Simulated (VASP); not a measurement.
Here is a VASP 6.6.1 calculation.

File INCAR:

```
PREC     = Accurate       # precision mode
ENCUT    = 520            # plane-wave cutoff, eV
EDIFF    = 1E-7           # SCF threshold, eV
ISMEAR   = 0              # smearing method
SIGMA    = 0.15           # smearing width, eV
LREAL    = False          # projectors in reciprocal space
LASPH    = True           # aspherical terms in the spheres
NELM     = 100            # most SCF steps
ALGO     = Fast           # electronic algorithm
ISIF     = 2              # what is computed and relaxed
LWAVE    = False          # write WAVECAR
LCHARG   = False          # write CHGCAR
GGA      = PE             # functional
NBANDS   = 28             # bands
```

File KPOINTS:

```
Automatic mesh
0
Gamma
  15 15 6
```

The input POSCAR:

```
Ti3Al
1.0
    2.8555218141      0.0000000000      0.0000000000
   -1.4277609070      2.4729544320      0.0000000000
    0.0000000000      0.0000000000      9.7176262854
Ti Al
3 1
Direct
    0.6666666667      0.3333333333      0.0000000000
    0.3333333333      0.6666666667      0.7558737898
    0.3333333333      0.6666666667      0.2441262102
    0.6666666667      0.3333333333      0.5000000000
```

Potentials or basis: VASP PAW PBE potentials, release 64 (Ti_sv, Al).

The run is started by

```sh
$ cat potpaw_PBE.64/Ti_sv/POTCAR potpaw_PBE.64/Al/POTCAR > POTCAR
$ mpirun -np 1 vasp_std > vasp.out
```

Predict the pressure.

0.0 GPa.

Predict the band gap on the k mesh.

zero (an odd number of electrons rules out a gap without spin polarisation).

Predict the largest force.

0.482 eV/Å.

Stress tensor (GPa, compression positive):
```
 3.81  0.00  0.00
 0.00  3.81  0.00
 0.00  0.00 -7.51
```
